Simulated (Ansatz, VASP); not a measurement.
## BN: VASP beside Ansatz

File INCAR:

```
SYSTEM = BN
ALGO = Normal
EDIFF = 1E-7
ENCUT = 520
GGA = PE
ISIF = 2
ISMEAR = 0
LASPH = .TRUE.
LCHARG = .FALSE.
LREAL = .FALSE.
LWAVE = .FALSE.
NBANDS = 16
NELM = 60
PREC = Accurate
SIGMA = 0.05
```

The input KPOINTS:

```
k-points
0
G
  12 12 6
  0 0 0
```

File POSCAR:

```
BN
1.0
    2.5545800960      0.0000000000      0.0000000000
   -1.2772900480      2.2123312591      0.0000000000
    0.0000000000      0.0000000000      4.2245145352
B N
2 2
Direct
    0.6640078964      0.3352924088      0.9757570621
    0.3081442763      0.6336006333      0.5100122909
    0.7050272543      0.3897533208      0.6360731124
    0.3228205730      0.6413536372      0.1281575346
```

Input for Ansatz:

```yaml
crystal:
  lattice:
    - [2.554580096, 0.0, 0.0]
    - [-1.277290048, 2.2123312591, 0.0]
    - [0.0, 0.0, 4.2245145352]
  atoms:
    - { symbol: B, position: [0.6640078964, 0.3352924088, 0.9757570621] }
    - { symbol: B, position: [0.3081442763, 0.6336006333, 0.5100122909] }
    - { symbol: "N", position: [0.7050272543, 0.3897533208, 0.6360731124] }
    - { symbol: "N", position: [0.322820573, 0.6413536372, 0.1281575346] }
basis:
  ecutwfc: 420
kpoints:
  mp_grid: { grid: [12, 12, 6] }
hamiltonian:
  xc: pbe
scf:
  occupations: { method: gaussian, width: 0.05 }
output:
  forces: true
  stress: true
  eigenvalues: true
```

Change from the starting cell: all atoms moved at random (sigma 0.06 Å a component).

Alike in both runs: task single point; functional PBE; k mesh 12 × 12 × 6; occupations gaussian, width 0.05 eV; no spin polarisation.

|  | VASP | Ansatz |
| --- | --- | --- |
| version | VASP 6.6.1 | Ansatz 0.2.0 |
| potentials or method | VASP PAW PBE potentials, release 64 (B, N), cutoff 520 eV | scalar-relativistic, plane waves, PAW |
| valence electrons in the cell | 16 | 16 |

VASP gave:

| Property | Result |
| --- | --- |
| gap on the k mesh at the Fermi level (eV) | 3.70 |
| least direct gap on the mesh (eV) | 6.63 |
| pressure (GPa) | 9.2 |
| traceless stress, the component that is largest in VASP (GPa) | -3.17 |
| rms of the force components (eV/Å) | 2.306 |

Problem. What did Ansatz give for the same quantities?

Solution. gap on the k mesh at the Fermi level (eV): 3.71; least direct gap on the mesh (eV): 6.63; pressure (GPa): 9.1; traceless stress, the component that is largest in VASP (GPa): -3.13; rms of the force components (eV/Å): 2.299.

Atom by atom the forces differ by 0.009 eV/Å (rms over components). The functional is the same, so the differences come from potentials, cutoffs and numerics.
